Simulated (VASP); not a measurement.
# Sr (P6_3/mmc) in VASP: notebook

The runs below take Sr through relaxation of shape and atoms at fixed volume, with PBE.

All numbers are computed with VASP 6.6.1; they aren't measurements. Logs are shortened: lines on timing, memory, paths and dates and some standing lists are left out, and cuts for length are marked.

### Step 1. The cell of the first run

Symmetry: P6_3/mmc, No. 194, hexagonal system. Conventional cell: a = 4.225 Å, b = 4.225 Å, c = 6.942 Å, α = 90.00°, β = 90.00°, γ = 120.00°. Within 5.5 Å of Sr (site symmetry -6m2) lie 12 Sr at 4.22 to 4.24 Å.

This isn't the form of Sr at room conditions, which is fcc.

### Step 2. Relaxation of shape and atoms at fixed volume, PBE (53.65 Å³/atom)

INCAR reads:

```
SYSTEM = Sr
PREC = Accurate
ENCUT = 600
EDIFF = 1E-7
ISMEAR = 0
SIGMA = 0.1
LREAL = .FALSE.
LASPH = .TRUE.
NELM = 60
ALGO = Fast
ISIF = 4
LWAVE = .FALSE.
LCHARG = .FALSE.
GGA = PE
IBRION = 2
NSW = 50
EDIFFG = -0.01
```

KPOINTS reads:

```
regular mesh
0
G
  12 12 6
  0 0 0
```

POSCAR reads:

```
Sr
1.0
    4.2246445667      0.0000000000      0.0000000000
   -2.1123222833      3.6586495167      0.0000000000
    0.0000000000      0.0000000000      6.9424665317
Sr
2
Direct
    0.3333333333      0.6666666667      0.2500000000
    0.6666666667      0.3333333333      0.7500000000
```

Potentials or basis: VASP PAW PBE potentials, release 64 (Sr_sv).

Command:

```
cat potpaw_PBE.64/Sr_sv/POTCAR > POTCAR
mpirun -np 1 vasp_std > vasp.out
```

OUTCAR:

```text
SYSTEM = Sr
   PREC = Accurate
   ENCUT = 600
   EDIFF = 1E-7
   ISMEAR = 0
   LREAL = .FALSE.
   LASPH = .TRUE.
   NELM = 60
   ISIF = 4
   GGA = PE
   IBRION = 2
   NSW = 50
   EDIFFG = -0.01

 ion  position               nearest neighbor table
   1  0.333  0.667  0.250-   2 4.24   2 4.24   2 4.24   2 4.24   2 4.24   2 4.24
   2  0.667  0.333  0.750-   1 4.24   1 4.24   1 4.24   1 4.24   1 4.24   1 4.24

  LATTYP: Found a hexagonal cell.
 ALAT       =     4.2246445667
 C/A-ratio  =     1.6433255916

  Lattice vectors:

 A1 = (   4.2246445667,   0.0000000000,   0.0000000000)
 A2 = (  -2.1123222833,   3.6586495167,   0.0000000000)
 A3 = (   0.0000000000,   0.0000000000,   6.9424665317)

Analysis of symmetry for initial positions (statically):
=====================================================================
 Subroutine PRICEL returns:
 Original cell was already a primitive cell.

 Routine SETGRP: Setting up the symmetry group for a
 hexagonal supercell.

 Subroutine GETGRP returns: Found 24 space group operations
 (whereof 12 operations were pure point group operations)
 out of a pool of 24 trial point group operations.

The static configuration has the point symmetry D_3d.
 The point group associated with its full space group is D_6h.

Analysis of symmetry for dynamics (positions and initial velocities):
=====================================================================
 Subroutine PRICEL returns:
 Original cell was already a primitive cell.

 Routine SETGRP: Setting up the symmetry group for a
 hexagonal supercell.

 Subroutine GETGRP returns: Found 24 space group operations
 (whereof 12 operations were pure point group operations)
 out of a pool of 24 trial point group operations.

The dynamic configuration has the point symmetry D_3d.
 The point group associated with its full space group is D_6h.

 Subroutine INISYM returns: Found 24 space group operations
 (whereof 12 operations are pure point group operations),
 and found     1 'primitive' translations

----------------------------------------------------------------------------------------

                                     Primitive cell

  volume of cell :     107.3062

  direct lattice vectors                    reciprocal lattice vectors
     4.224644567  0.000000000  0.000000000     0.236706304  0.136662448  0.000000000
    -2.112322283  3.658649517  0.000000000     0.000000000  0.273324896  0.000000000
     0.000000000  0.000000000  6.942466532     0.000000000  0.000000000  0.144041026

  length of vectors
     4.224644567  4.224644567  6.942466532     0.273324896  0.273324896  0.144041026

  position of ions in fractional coordinates (direct lattice)
     0.333333333  0.666666667  0.250000000
     0.666666667  0.333333333  0.750000000

  ion indices of the primitive-cell ions
   primitive index   ion index
                 1           1
                 2           2

----------------------------------------------------------------------------------------

 KPOINTS: regular mesh

Automatic generation of k-mesh.
 Grid dimensions read from file:
 generate k-points for:   12   12    6

 Generating k-lattice:

  Cartesian coordinates                     Fractional coordinates (reciprocal lattice)
     0.019725525  0.011388537  0.000000000     0.083333333  0.000000000  0.000000000
     0.000000000  0.022777075  0.000000000     0.000000000  0.083333333  0.000000000
     0.000000000  0.000000000  0.024006838     0.000000000  0.000000000  0.166666667

  Length of vectors
     0.022777075  0.022777075  0.024006838

  Shift w.r.t. Gamma in fractional coordinates (k-lattice)
     0.000000000  0.000000000  0.000000000

 Subroutine IBZKPT returns following result:
 ===========================================

 Found     76 irreducible k-points:

 Following reciprocal coordinates:
            Coordinates               Weight
  0.000000  0.000000  0.000000      1.000000
  0.083333  0.000000  0.000000      6.000000
  0.166667  0.000000  0.000000      6.000000
  0.250000  0.000000  0.000000      6.000000
  0.333333  0.000000  0.000000      6.000000
  0.416667  0.000000  0.000000      6.000000
[... 16 lines left out ...]
  0.250000  0.000000  0.166667     12.000000
  0.333333  0.000000  0.166667     12.000000
 [... further k-points ...]
   k-points           NKPTS =     76   k-points in BZ     NKDIM =     76   number of bands    NBANDS=     14
   number of dos      NEDOS =    301   number of ions     NIONS =      2
   total plane-waves  NPLWV =  72576
   dimension x,y,z NGX =    36 NGY =   36 NGZ =   56
   dimension x,y,z NGXF=    72 NGYF=   72 NGZF=  112
   ions per type =               2
   NGX,Y,Z   is equivalent  to a cutoff of  14.17, 14.17, 13.41 a.u.
   NGXF,Y,Z  is equivalent  to a cutoff of  28.33, 28.33, 26.82 a.u.
 SYSTEM =  Sr
   PREC   = accura    normal or accurate (medium, high low for compatibility)
   ISTART =      0    job   : 0-new  1-cont  2-samecut
   ICHARG =      2    charge: 1-file 2-atom 10-const
   ISPIN  =      1    spin polarized calculation?
   LNONCOLLINEAR =      F non collinear calculations
   LSORBIT =      F    spin-orbit coupling
   LASPH  =      T    aspherical Exc in radial PAW
   ENCUT  =  600.0 eV  44.10 Ry    6.64 a.u.   8.44  8.44 13.87*2*pi/ulx,y,z
   NELM   =     60;   NELMIN=  2; NELMDL= -5     # of ELM steps
   EDIFF  = 0.1E-06   stopping-criterion for ELM
   LREAL  =      F    real-space projection
   EDIFFG = -.1E-01   stopping-criterion for IOM
   NSW    =     50    number of steps for IOM
   IBRION =      2    ionic relax: 0-MD 1-quasi-New 2-CG
   NFREE  =      1    steps in history (QN), initial steepest desc. (CG)
   ISIF   =      4    stress and relaxation
   ISYM   =      2    0-nonsym 1-usesym 2-fastsym
   POTIM  = 0.5000    time-step for ionic-motion
   TEBEG  =    0.0;   TEEND  =   0.0 temperature during run
   PSTRESS=    0.0 pullay stress
   NELECT =      20.0000    total number of electrons
   NUPDOWN=      -1.0000    fix difference up-down
   EMIN   =  10.00;   EMAX   =-10.00  energy-range for DOS
   EFERMI =   0.00;   METHOD = LEGACY
   ISMEAR =     0;   SIGMA  =   0.10  broadening in eV -4-tet -1-fermi 0-gaus
   EFERMI_NEDOS =   21; number of points for ismear=-14 and -15
   IALGO  =     68    algorithm
   IMIX   =      4    mixing-type and parameters
     AMIX     =   0.40;   BMIX     =  1.00
     AMIX_MAG =   1.60;   BMIX_MAG =  1.00
  volume/ion in A,a.u.               =      53.65       362.07
  Fermi-wavevector in a.u.,A,eV,Ry     =   0.935140  1.767158 11.898112  0.874487
  Thomas-Fermi vector in A             =   2.062017
   LORBIT       =      0    0 simple, 1 ext, 2 COOP (PROOUT), +10 PAW based schemes
   GGA     = PE    functional components
   LHFCALC =     F    Hartree Fock is set to
   AEXX    =    0.0000 exact exchange contribution
   IVDW    =     0    specifies the selected vdW correction
   LEPSILON=     F    determine dielectric tensor
   LRPA    =     F    only Hartree local field effects (RPA)
 conjugate gradient relaxation of ions
 non-spin polarized calculation
 RMM-DIIS sequential band-by-band and
 Gauss-broadening in eV      SIGMA  =   0.10
  energy-cutoff  :      600.00
  volume of cell :      107.31
 maximum number of plane-waves:      3617
 NGX is ok and might be reduce to    36
   NGX = 17   NGY = 17   NGZ = 27

 number of electron      20.0000000 magnetization

 Free energy of the ion-electron system (eV)
  ---------------------------------------------------
  ext. energy  EPLUGINS =         0.00000000
  ---------------------------------------------------
  free energy    TOTEN  =        -3.27051480 eV

  energy without entropy =       -3.25738406  energy(sigma->0) =       -3.26394943

 E-fermi :   1.6884     XC(G=0):  -7.4253

 val. band max:        1.6876231848   @ k =   0.3333   0.3333   0.3333
 cond. band min:       1.6902355798   @ k =   0.1667   0.1667   0.0000
 fundamental gap:      0.0026123951
 Fermi energy:         1.6884271550

 k-point     1 :       0.0000    0.0000    0.0000
  band No.  band energies     occupation
      1     -34.8962      2.00000
      2     -34.8810      2.00000
      3     -16.9882      2.00000
      4     -16.8089      2.00000
      5     -16.8089      2.00000
      6     -16.7807      2.00000
      7     -16.7807      2.00000
      8     -16.7779      2.00000
      9      -2.0164      2.00000
     10       0.5106      2.00000
     11       1.7394      0.47103
     12       3.9750      0.00000
     13       4.0054      0.00000
     14       4.0472      0.00000

 k-point     2 :       0.0833    0.0000    0.0000
  band No.  band energies     occupation
      1     -34.8953      2.00000
      2     -34.8805      2.00000
      3     -16.9835      2.00000
      4     -16.8201      2.00000
      5     -16.8124      2.00000
      6     -16.7923      2.00000
      7     -16.7826      2.00000
      8     -16.7796      2.00000
      9      -1.9140      2.00000
     10       0.6183      2.00000
     11       1.7267      0.58844
     12       3.6671      0.00000
     13       4.1082      0.00000
     14       4.1920      0.00000

 k-point     3 :       0.1667    0.0000    0.0000
  band No.  band energies     occupation
      1     -34.8926      2.00000
      2     -34.8792      2.00000
      3     -16.9700      2.00000
      4     -16.8507      2.00000
      5     -16.8235      2.00000
      6     -16.8218      2.00000
      7     -16.7878      2.00000
      8     -16.7848      2.00000
      9      -1.6155      2.00000
     10       0.9221      2.00000
     11       1.6985      0.88706
     12       3.1985      0.00000
     13       3.8457      0.00000
     14       4.3788      0.00000
[... 324 lines left out ...]
 k-point    23 :       0.2500    0.0000    0.1667
  band No.  band energies     occupation
      1     -34.8882      2.00000
      2     -34.8784      2.00000
      3     -16.9468      2.00000
      4     -16.8852      2.00000
      5     -16.8712      2.00000
      6     -16.8315      2.00000
      7     -16.7981      2.00000
      8     -16.7979      2.00000
      9      -1.0460      2.00000
     10       0.9109      2.00000
     11       1.9772      0.00004
     12       2.7313      0.00000
     13       3.5079      0.00000
     14       3.6598      0.00000

 k-point    24 :       0.3333    0.0000    0.1667
  band No.  band energies     occupation
      1     -34.8844      2.00000
      2     -34.8768      2.00000
      3     -16.9505      2.00000
      4     -16.9164      2.00000
      5     -16.8973      2.00000
      6     -16.8433      2.00000
      7     -16.8078      2.00000
      8     -16.8060      2.00000
      9      -0.4633      2.00000
     10       1.2294      2.00000
     11       1.9893      0.00002
     12       2.2432      0.00000
     13       3.3030      0.00000
     14       3.3826      0.00000

 [... further k-points ...]

------------------------ aborting loop because EDIFF is reached ----------------------------------------

  FORCE on cell =-STRESS in cart. coord.  units (eV):
  Direction    XX          YY          ZZ          XY          YZ          ZX
  --------------------------------------------------------------------------------------
  -------------------------------------------------------------------------------------
  Total        0.2617528      0.2617528      0.2513098      0.0000000      0.0000000      0.0000000
  in kB        3.9082031      3.9082031      3.7522804      0.0000000      0.0000000      0.0000000
  external PRESSURE =       3.8562289 kB  Pullay stress =       0.0000000 kB

 VOLUME and BASIS-vectors are now :
 -----------------------------------------------------------------------------
  energy-cutoff  :      600.00
  volume of cell :      107.31
      direct lattice vectors                 reciprocal lattice vectors
     4.224644567  0.000000000  0.000000000     0.236706304  0.136662448  0.000000000
    -2.112322283  3.658649517  0.000000000     0.000000000  0.273324896  0.000000000
     0.000000000  0.000000000  6.942466532     0.000000000  0.000000000  0.144041026

 POSITION                                       TOTAL-FORCE (eV/Angst)
 -----------------------------------------------------------------------------------
     -0.00000      2.43910      1.73562        -0.000000     -0.000000      0.000000
      2.11232      1.21955      5.20685         0.000000      0.000000     -0.000000
 -----------------------------------------------------------------------------------
    total drift:                               -0.000000      0.000000     -0.000000

  FREE ENERGIE OF THE ION-ELECTRON SYSTEM (eV)
  ---------------------------------------------------
  free  energy   TOTEN  =        -3.2705147991 eV

  energy  without entropy=       -3.2573840579  energy(sigma->0) =       -3.26394943

 reached required accuracy - stopping structural energy minimisation
```

Run time: 5.1 min. Hardware: 1 thread of Intel Xeon 8259CL, shared host; peak memory 0.33 GiB.

What came out:

```yaml
Free_energy: -3.2705 eV
Pressure_after_relaxing: 0.4 GPa
Band_gap_on_the_k_mesh: zero (bands 10 and 11 overlap by 0.25 eV)
```

Final structure:
```
CELL_PARAMETERS angstrom
4.22464 0.00000 0.00000
-2.11232 3.65865 0.00000
0.00000 0.00000 6.94247
ATOMIC_POSITIONS crystal
Sr 0.33333 0.66667 0.25000
Sr 0.66667 0.33333 0.75000
```

Levels at points of the mesh, in eV from the Fermi level:
```csv
k point,band 6,band 7,band 8,band 9,band 10,band 11,band 12,band 13,band 14
"(0.00, 0.00, 0.00)",-18.47,-18.47,-18.47,-3.70,-1.18,0.05,2.29,2.32,2.36
"(0.50, 0.00, 0.00)",-18.55,-18.51,-18.50,-1.13,-0.54,0.03,0.23,1.31,1.90
"(0.00, 0.00, 0.50)",-18.48,-18.48,-18.48,-2.75,-2.75,1.25,1.25,2.32,2.32
"(0.50, 0.00, 0.50)",-18.52,-18.52,-18.52,-0.84,-0.84,0.26,0.26,1.32,1.32
```

### Step 3. Relaxation of shape and atoms at fixed volume, PBE (56.97 Å³/atom)

This run uses another cell than the first one, of 56.97 Å³/atom.

INCAR reads:

```
SYSTEM = Sr
  PREC = Accurate
  ENCUT = 600
  EDIFF = 1E-6
  ISMEAR = 0
  SIGMA = 0.1
  LREAL = .FALSE.
  LASPH = .TRUE.
  NELM = 100
  ALGO = Fast
  ISIF = 4
  LWAVE = .FALSE.
  LCHARG = .FALSE.
  GGA = PE
  IBRION = 2
  NSW = 50
  EDIFFG = -0.01
```

KPOINTS reads:

```
Automatic mesh
0
G
  12 12 6
  0 0 0
```

POSCAR reads:

```
Sr
1.0
    4.3100139221      0.0000000000      0.0000000000
   -2.1550069610      3.7325815472      0.0000000000
    0.0000000000      0.0000000000      7.0827561782
Sr
2
Direct
    0.3333333333      0.6666666667      0.2500000000
    0.6666666667      0.3333333333      0.7500000000
```

Potentials or basis: VASP PAW PBE potentials, release 64 (Sr_sv).

Command:

```
cat potpaw_PBE.64/Sr_sv/POTCAR > POTCAR
mpirun -np 1 vasp_std > vasp.out
```

Wall time 2.9 min (1 thread of Intel Xeon 8259CL, shared host); peak memory 0.35 GiB.

The run converged. Its results:

```
Free energy             : -3.2716 eV
Pressure after relaxing : -0.3 GPa
Band gap on the k mesh  : zero (bands 10 and 11 overlap by 0.29 eV)
```

Final structure:
```yaml
crystal:
  lattice:
    - [4.31001, 0.00000, 0.00000]
    - [-2.15501, 3.73258, 0.00000]
    - [0.00000, 0.00000, 7.08276]
  atoms:
    - { symbol: Sr, position: [0.33333, 0.66667, 0.25000] }
    - { symbol: Sr, position: [0.66667, 0.33333, 0.75000] }
```

Levels at points of the mesh, in eV from the Fermi level:
| k point | band 6 | band 7 | band 8 | band 9 | band 10 | band 11 | band 12 | band 13 | band 14 |
| --- | --- | --- | --- | --- | --- | --- | --- | --- | --- |
| (0.00, 0.00, 0.00) | -18.60 | -18.60 | -18.60 | -3.61 | -1.15 | -0.02 | 2.23 | 2.26 | 2.37 |
| (0.50, 0.00, 0.00) | -18.66 | -18.64 | -18.62 | -1.12 | -0.56 | 0.08 | 0.24 | 1.25 | 1.80 |
| (0.00, 0.00, 0.50) | -18.61 | -18.61 | -18.61 | -2.71 | -2.71 | 1.22 | 1.22 | 2.25 | 2.25 |
| (0.50, 0.00, 0.50) | -18.64 | -18.64 | -18.64 | -0.80 | -0.80 | 0.20 | 0.20 | 1.29 | 1.29 |
